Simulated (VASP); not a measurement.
Crystal: Sc5Al.

```xyz
6
Lattice="2.9407 0.0000 0.0000 0.0000 2.9407 0.0000 0.0000 0.0000 12.4762" Properties=species:S:1:pos:R:3 pbc="T T T"
Sc    0.0000    0.0000    8.3175
Sc    1.4703    1.4703   10.3969
Sc    0.0000    0.0000    0.0000
Sc    1.4703    1.4703    2.0794
Sc    0.0000    0.0000    4.1587
Al    1.4703    1.4703    6.2381
```

| Quantity | Value |
| --- | --- |
| Program | VASP 6.6.1 |
| Task | relaxation of cell and atoms |
| Functional | PBE |
| Potentials or basis | VASP PAW PBE potentials, release 64 (Sc_sv, Al) |
| Cutoff | 600 eV |
| k mesh | 6 × 6 × 2 |
| Occupations | gaussian, width 0.1 eV |
| Spin | no spin polarisation |

At the start: pressure 20.8 GPa; volume 17.98 Å³/atom.

Task: Where does the relaxation end?

Result: Over 14 steps the energy falls by 329.5 meV/atom and the volume is 23.04 Å³/atom (+28.1 %); space group P4/mmm (No. 123, to 0.1 Å) before and after.

The path:
| step | energy change (eV) | largest force (eV/Å) | pressure (GPa) | volume (Å³) |
| --- | --- | --- | --- | --- |
| 1 | 0.0000 | 1.3736 | 20.76 | 107.89 |
| 2 | -1.6216 | 0.6254 | -3.91 | 148.52 |
| 3 | -1.7414 | 0.7613 | -0.26 | 138.17 |
| 4 | -1.7413 | 0.7518 | -0.53 | 138.83 |
| 5 | -1.8025 | 0.6186 | -0.43 | 138.48 |
| 6 | -1.9217 | 0.2840 | 0.03 | 137.41 |
| 7 | -1.8806 | 0.6022 | 1.88 | 135.08 |
| 8 | -1.9525 | 0.2679 | 0.53 | 136.59 |
| 9 | -1.9536 | 0.2647 | 0.67 | 136.39 |
| 10 | -1.9629 | 0.1595 | -0.86 | 140.08 |
| 11 | -1.9645 | 0.1884 | -0.44 | 139.03 |
| 12 | -1.9745 | 0.0751 | -0.12 | 138.30 |
| 13 | -1.9761 | 0.0147 | 0.08 | 137.87 |
| 14 | -1.9772 | 0.0097 | -0.08 | 138.25 |

Final structure:
```
Sc Al
1.0
     3.25980    0.00000    0.00000
     0.00000    3.25980    0.00000
     0.00000    0.00000   13.01045
Sc Al
5 1
Cartesian
  0.0000 0.0000 8.3714
  1.6299 1.6299 10.6991
  3.2598 0.0000 0.0000
  1.6299 1.6299 2.3113
  0.0000 3.2598 4.6391
  1.6299 1.6299 6.5052
```

Caveat: the volume moved by over 15 % at a fixed basis, so the end points are rough.
